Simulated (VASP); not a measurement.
# Zr (P6/mmm) in VASP: a series of runs

The runs below take Zr through single point, with PBE.

Program: VASP 6.6.1. These are calculated values, not measurements. Logs are shortened: lines on timing, memory, paths and dates and some standing lists are left out, and cuts for length are marked.

### Step 1. The cell of the first run

The structure is hexagonal, space group P6/mmm (No. 191). The conventional cell has a = 5.165 Å, b = 5.165 Å, c = 2.744 Å, α = 90.00°, β = 90.00°, γ = 120.00°. Zr (site symmetry -6m2) has 5 Zr at 2.74 to 2.98 Å within 3.6 Å.

This isn't the form of Zr at room conditions, which is hcp.

### Step 2. Single point, PBE

Input file INCAR:

```
PREC = Accurate ; ENCUT = 520
EDIFF = 1E-6 ; ISMEAR = 0
SIGMA = 0.1 ; LREAL = F
LASPH = T ; NELM = 80
ALGO = Normal ; ISIF = 2
LWAVE = F ; LCHARG = F
GGA = PE ; NBANDS = 32
```

Input file KPOINTS:

```
regular mesh
0
Gamma
  6 6 4
```

Input file POSCAR:

```
Zr
1.0
    5.1648038211      0.0000000000      0.0000000000
   -2.5824019105      4.4728513146      0.0000000000
    0.0000000000      0.0000000000      5.4884388597
Zr
4
Direct
    0.3333333333      0.6666666667      0.5000081086
    0.6666666667      0.3333333333      1.0000081086
    0.6666666667      0.3333333333      0.4999918914
    0.3333333333      0.6666666667     -0.0000081086
```

Potentials or basis: VASP PAW PBE potentials, release 64 (Zr_sv).

Launch:

```console
cat potpaw_PBE.64/Zr_sv/POTCAR > POTCAR
mpirun -np 1 vasp_std > vasp.out
```

OUTCAR:

```text
PREC = Accurate
   ENCUT = 520
   EDIFF = 1E-6
   ISMEAR = 0
   LREAL = F
   LASPH = T
   NELM = 80
   ISIF = 2
   GGA = PE

 ion  position               nearest neighbor table
   1  0.333  0.667  0.500-   4 2.74   4 2.74   3 2.98   3 2.98   3 2.98
   2  0.667  0.333  0.000-   3 2.74   3 2.74   4 2.98   4 2.98   4 2.98
   3  0.667  0.333  0.500-   2 2.74   2 2.74   1 2.98   1 2.98   1 2.98
   4  0.333  0.667  1.000-   1 2.74   1 2.74   2 2.98   2 2.98   2 2.98

  LATTYP: Found a hexagonal cell.
 ALAT       =     5.1648038211
 C/A-ratio  =     1.0626616324

  Lattice vectors:

 A1 = (   5.1648038211,   0.0000000000,   0.0000000000)
 A2 = (  -2.5824019105,   4.4728513146,   0.0000000000)
 A3 = (   0.0000000000,   0.0000000000,   5.4884388597)

Analysis of symmetry for initial positions (statically):
=====================================================================
 Subroutine PRICEL returns:
 Original cell was already a primitive cell.

 Routine SETGRP: Setting up the symmetry group for a
 hexagonal supercell.

 Subroutine GETGRP returns: Found 24 space group operations
 (whereof 12 operations were pure point group operations)
 out of a pool of 24 trial point group operations.

The static configuration has the point symmetry D_3d.
 The point group associated with its full space group is D_6h.

Analysis of symmetry for dynamics (positions and initial velocities):
=====================================================================
 Subroutine PRICEL returns:
 Original cell was already a primitive cell.

 Routine SETGRP: Setting up the symmetry group for a
 hexagonal supercell.

 Subroutine GETGRP returns: Found 24 space group operations
 (whereof 12 operations were pure point group operations)
 out of a pool of 24 trial point group operations.

The dynamic configuration has the point symmetry D_3d.
 The point group associated with its full space group is D_6h.

 Subroutine INISYM returns: Found 24 space group operations
 (whereof 12 operations are pure point group operations),
 and found     1 'primitive' translations

----------------------------------------------------------------------------------------

                                     Primitive cell

  volume of cell :     126.7906

  direct lattice vectors                    reciprocal lattice vectors
     5.164803821  0.000000000  0.000000000     0.193618196  0.111785518  0.000000000
    -2.582401910  4.472851315  0.000000000     0.000000000  0.223571035  0.000000000
     0.000000000  0.000000000  5.488438860     0.000000000  0.000000000  0.182201173

  length of vectors
     5.164803821  5.164803821  5.488438860     0.223571035  0.223571035  0.182201173

  position of ions in fractional coordinates (direct lattice)
     0.333333333  0.666666667  0.500008109
     0.666666667  0.333333333  0.000008109
     0.666666667  0.333333333  0.499991891
     0.333333333  0.666666667  0.999991891

  ion indices of the primitive-cell ions
   primitive index   ion index
                 1           1
                 2           2
                 3           3
                 4           4

----------------------------------------------------------------------------------------

 KPOINTS: regular mesh

Automatic generation of k-mesh.
 Grid dimensions read from file:
 generate k-points for:    6    6    4

 Generating k-lattice:

  Cartesian coordinates                     Fractional coordinates (reciprocal lattice)
     0.032269699  0.018630920  0.000000000     0.166666667  0.000000000  0.000000000
     0.000000000  0.037261839  0.000000000     0.000000000  0.166666667  0.000000000
     0.000000000  0.000000000  0.045550293     0.000000000  0.000000000  0.250000000

  Length of vectors
     0.037261839  0.037261839  0.045550293

  Shift w.r.t. Gamma in fractional coordinates (k-lattice)
     0.000000000  0.000000000  0.000000000

 Subroutine IBZKPT returns following result:
 ===========================================

 Found     21 irreducible k-points:

 Following reciprocal coordinates:
            Coordinates               Weight
  0.000000  0.000000  0.000000      1.000000
  0.166667  0.000000  0.000000      6.000000
  0.333333  0.000000  0.000000      6.000000
  0.500000 -0.000000  0.000000      3.000000
  0.166667  0.166667  0.000000      6.000000
  0.333333  0.166667  0.000000     12.000000
[... 13 lines left out ...]
  0.333333  0.166667  0.500000     12.000000
  0.333333  0.333333  0.500000      2.000000
   k-points           NKPTS =     21   k-points in BZ     NKDIM =     21   number of bands    NBANDS=     32
   number of dos      NEDOS =    301   number of ions     NIONS =      4
   total plane-waves  NPLWV =  67200
   dimension x,y,z NGX =    40 NGY =   40 NGZ =   42
   dimension x,y,z NGXF=    80 NGYF=   80 NGZF=   84
   ions per type =               4
   NGX,Y,Z   is equivalent  to a cutoff of  12.88, 12.88, 12.72 a.u.
   NGXF,Y,Z  is equivalent  to a cutoff of  25.75, 25.75, 25.44 a.u.
 SYSTEM =  unknown system
   PREC   = accura    normal or accurate (medium, high low for compatibility)
   ISTART =      0    job   : 0-new  1-cont  2-samecut
   ICHARG =      2    charge: 1-file 2-atom 10-const
   ISPIN  =      1    spin polarized calculation?
   LNONCOLLINEAR =      F non collinear calculations
   LSORBIT =      F    spin-orbit coupling
   LASPH  =      T    aspherical Exc in radial PAW
   ENCUT  =  520.0 eV  38.22 Ry    6.18 a.u.   9.60  9.60 10.20*2*pi/ulx,y,z
   NELM   =     80;   NELMIN=  2; NELMDL= -5     # of ELM steps
   EDIFF  = 0.1E-05   stopping-criterion for ELM
   LREAL  =      F    real-space projection
   EDIFFG = 0.1E-04   stopping-criterion for IOM
   NSW    =      0    number of steps for IOM
   IBRION =     -1    ionic relax: 0-MD 1-quasi-New 2-CG
   NFREE  =      0    steps in history (QN), initial steepest desc. (CG)
   ISIF   =      2    stress and relaxation
   ISYM   =      2    0-nonsym 1-usesym 2-fastsym
   POTIM  = 0.5000    time-step for ionic-motion
   TEBEG  =    0.0;   TEEND  =   0.0 temperature during run
   PSTRESS=    0.0 pullay stress
   NELECT =      48.0000    total number of electrons
   NUPDOWN=      -1.0000    fix difference up-down
   EMIN   =  10.00;   EMAX   =-10.00  energy-range for DOS
   EFERMI =   0.00;   METHOD = LEGACY
   ISMEAR =     0;   SIGMA  =   0.10  broadening in eV -4-tet -1-fermi 0-gaus
   EFERMI_NEDOS =   21; number of points for ismear=-14 and -15
   IALGO  =     38    algorithm
   IMIX   =      4    mixing-type and parameters
     AMIX     =   0.40;   BMIX     =  1.00
     AMIX_MAG =   1.60;   BMIX_MAG =  1.00
  volume/ion in A,a.u.               =      31.70       213.91
  Fermi-wavevector in a.u.,A,eV,Ry     =   1.184294  2.237991 19.082883  1.402552
  Thomas-Fermi vector in A             =   2.320511
   LORBIT       =      0    0 simple, 1 ext, 2 COOP (PROOUT), +10 PAW based schemes
   GGA     = PE    functional components
   LHFCALC =     F    Hartree Fock is set to
   AEXX    =    0.0000 exact exchange contribution
   IVDW    =     0    specifies the selected vdW correction
   LEPSILON=     F    determine dielectric tensor
   LRPA    =     F    only Hartree local field effects (RPA)
 non-spin polarized calculation
 Gauss-broadening in eV      SIGMA  =   0.10
  energy-cutoff  :      520.00
  volume of cell :      126.79
 maximum number of plane-waves:      3500
 NGX is ok and might be reduce to    40

 number of electron      48.0000001 magnetization

 Free energy of the ion-electron system (eV)
  ---------------------------------------------------
  ext. energy  EPLUGINS =         0.00000000
  ---------------------------------------------------
  free energy    TOTEN  =       -27.96749503 eV

  energy without entropy =      -27.94417713  energy(sigma->0) =      -27.95583608

 E-fermi :   5.3003     XC(G=0):  -9.3626

 val. band max:        5.2750830542   @ k =   0.1667   0.1667   0.2500
 cond. band min:       5.3445788705   @ k =   0.0000   0.0000   0.2500
 fundamental gap:      0.0694958163
 Fermi energy:         5.3003498062

 k-point     1 :       0.0000    0.0000    0.0000
  band No.  band energies     occupation
      1     -43.3988      2.00000
      2     -43.2351      2.00000
      3     -43.1426      2.00000
      4     -42.9875      2.00000
      5     -22.2154      2.00000
      6     -22.0042      2.00000
[... 24 lines left out ...]
     31       7.2555      0.00000
     32       7.3837      0.00000

 k-point     2 :       0.1667    0.0000    0.0000
  band No.  band energies     occupation
      1     -43.3892      2.00000
      2     -43.2449      2.00000
      3     -43.1336      2.00000
      4     -42.9968      2.00000
      5     -22.2031      2.00000
      6     -22.0168      2.00000
[... 24 lines left out ...]
     31       7.9286      0.00000
     32       8.0408      0.00000

 k-point     3 :       0.3333    0.0000    0.0000
  band No.  band energies     occupation
      1     -43.3646      2.00000
      2     -43.2701      2.00000
      3     -43.1102      2.00000
      4     -43.0207      2.00000
      5     -22.1712      2.00000
      6     -22.0493      2.00000
[... 24 lines left out ...]
     31       8.2896      0.00000
     32       9.0373      0.00000

 k-point     4 :       0.5000   -0.0000    0.0000
  band No.  band energies     occupation
      1     -43.3448      2.00000
      2     -43.2902      2.00000
      3     -43.0914      2.00000
      4     -43.0397      2.00000
      5     -22.1456      2.00000
      6     -22.0752      2.00000
[... 24 lines left out ...]
     31       8.3563      0.00000
     32       8.4118      0.00000

 k-point     5 :       0.1667    0.1667    0.0000
  band No.  band energies     occupation
      1     -43.3718      2.00000
      2     -43.2627      2.00000
      3     -43.1171      2.00000
      4     -43.0137      2.00000
      5     -22.1806      2.00000
      6     -22.0398      2.00000
[... 479 lines left out ...]
     31       8.1767      0.00000
     32       8.1792      0.00000

 k-point    19 :       0.1667    0.1667    0.5000
  band No.  band energies     occupation
      1     -43.2465      2.00000
      2     -43.2465      2.00000
      3     -43.1401      2.00000
      4     -43.1401      2.00000
      5     -21.6525      2.00000
      6     -21.6525      2.00000
[... 24 lines left out ...]
     31       7.4976      0.00000
     32       7.4976      0.00000

 k-point    20 :       0.3333    0.1667    0.5000
  band No.  band energies     occupation
      1     -43.2201      2.00000
      2     -43.2201      2.00000
      3     -43.1669      2.00000
      4     -43.1669      2.00000
      5     -21.6767      2.00000
      6     -21.6767      2.00000
[... 24 lines left out ...]
     31       7.7576      0.00000
     32       7.7576      0.00000

 k-point    21 :       0.3333    0.3333    0.5000
  band No.  band energies     occupation
      1     -43.1936      2.00000
      2     -43.1936      2.00000
      3     -43.1935      2.00000
      4     -43.1935      2.00000
      5     -21.6919      2.00000
      6     -21.6919      2.00000
[... 24 lines left out ...]
     31       7.5263      0.00000
     32       7.5263      0.00000

------------------------ aborting loop because EDIFF is reached ----------------------------------------

  FORCE on cell =-STRESS in cart. coord.  units (eV):
  Direction    XX          YY          ZZ          XY          YZ          ZX
  --------------------------------------------------------------------------------------
  -------------------------------------------------------------------------------------
  Total        0.0109482      0.0109482      0.0730341      0.0000000     -0.0000000      0.0000000
  in kB        0.1383462      0.1383462      0.9228882      0.0000000     -0.0000000      0.0000000
  external PRESSURE =       0.3998602 kB  Pullay stress =       0.0000000 kB

 VOLUME and BASIS-vectors are now :
 -----------------------------------------------------------------------------
  energy-cutoff  :      520.00
  volume of cell :      126.79
      direct lattice vectors                 reciprocal lattice vectors
     5.164803821  0.000000000  0.000000000     0.193618196  0.111785518  0.000000000
    -2.582401910  4.472851315  0.000000000     0.000000000  0.223571035  0.000000000
     0.000000000  0.000000000  5.488438860     0.000000000  0.000000000  0.182201173

 POSITION                                       TOTAL-FORCE (eV/Angst)
 -----------------------------------------------------------------------------------
     -0.00000      2.98190      2.74426         0.000000      0.000000     -0.000933
      2.58240      1.49095      0.00004        -0.000000      0.000000     -0.000933
      2.58240      1.49095      2.74417        -0.000000     -0.000000      0.000933
     -0.00000      2.98190      5.48839         0.000000     -0.000000      0.000933
 -----------------------------------------------------------------------------------
    total drift:                                0.000000      0.000000     -0.000000

  FREE ENERGIE OF THE ION-ELECTRON SYSTEM (eV)
  ---------------------------------------------------
  free  energy   TOTEN  =       -27.9674950289 eV

  energy  without entropy=      -27.9441771345  energy(sigma->0) =      -27.95583608
```

It took 63 s on 1 thread of Intel Xeon Platinum 8259CL at 2.50GHz (Skylake/Cascade Lake), shared host; peak memory 0.27 GiB.

Results:

- Free energy: -27.9675 eV
- Pressure: 0.0 GPa
- Band gap on the k mesh: zero (bands 24 and 25 overlap by 0.82 eV)

Levels at points of the mesh, in eV from the Fermi level:
```
           k point  band 21  band 22  band 23  band 24  band 25  band 26  band 27  band 28
(0.00, 0.00, 0.00)    -0.87    -0.49     0.08     0.08     0.35     0.35     0.81     0.81
(0.50, 0.00, 0.00)    -1.38    -0.85    -0.51    -0.27    -0.23     0.37     0.78     0.87
(0.00, 0.00, 0.50)    -0.35    -0.35     0.59     0.59     0.59     0.59     0.80     0.80
(0.50, 0.00, 0.50)    -0.59    -0.59    -0.59    -0.59     0.25     0.25     1.11     1.11
```

### Step 3. Single point, PBE

This run uses another cell than the first one: it holds 2 atoms, not 4.

Input file INCAR:

```
SYSTEM = Zr
PREC = Accurate ; ENCUT = 520
EDIFF = 1E-7 ; ISMEAR = 0
SIGMA = 0.1 ; LREAL = .False.
LASPH = .True. ; NELM = 100
ALGO = Fast ; ISIF = 2
LWAVE = .False. ; LCHARG = .True.
GGA = PE ; LELF = .True.
LVHAR = .True. ; NBANDS = 19
```

Input file KPOINTS:

```
Automatic mesh
0
Gamma
  12 12 20
  0 0 0
```

Input file POSCAR:

```
Zr
1.0
    5.1686462460      0.0000000000      0.0000000000
   -2.5843231230      4.4761789522      0.0000000000
    0.0000000000      0.0000000000      2.7442826270
Zr
2
Direct
    0.3333333333      0.6666666667      0.0000000000
    0.6666666667      0.3333333333      0.0000000000
```

Potentials or basis: VASP PAW PBE potentials, release 64 (Zr_sv).

Launch:

```console
cat potpaw_PBE.64/Zr_sv/POTCAR > POTCAR
mpirun -np 1 vasp_std > vasp.out
```

Wall time 4.4 min (1 thread of Intel Xeon Platinum 8259CL at 2.50GHz (Skylake/Cascade Lake), shared host); peak memory 0.33 GiB.

It converged, with:

- Free energy: -13.9650 eV
- Pressure: 0.0 GPa
- Band gap on the k mesh: zero (bands 12 and 13 overlap by 1.48 eV)

Stress tensor (GPa, compression positive):
```
-0.02  0.00  0.00
 0.00 -0.02  0.00
 0.00  0.00  0.07
```

Levels at points of the mesh, in eV from the Fermi level:
```tsv
k point	band 8	band 9	band 10	band 11	band 12	band 13	band 14	band 15	band 16	band 17
(0.00, 0.00, 0.00)	-25.64	-4.11	-1.52	-0.95	0.07	0.07	0.33	0.33	4.15	4.15
(0.50, 0.00, 0.00)	-25.68	-2.71	-1.81	-1.38	-0.90	-0.52	-0.31	2.30	3.04	4.00
(0.00, 0.00, 0.50)	-26.23	-1.74	-1.74	-0.49	0.76	0.76	1.76	1.94	1.94	2.08
(0.50, 0.00, 0.50)	-26.18	-2.12	-1.82	-0.27	0.37	0.77	0.86	1.51	3.11	4.24
```

The gap in the log of VASP goes by the Fermi energy; the results here count the filled bands.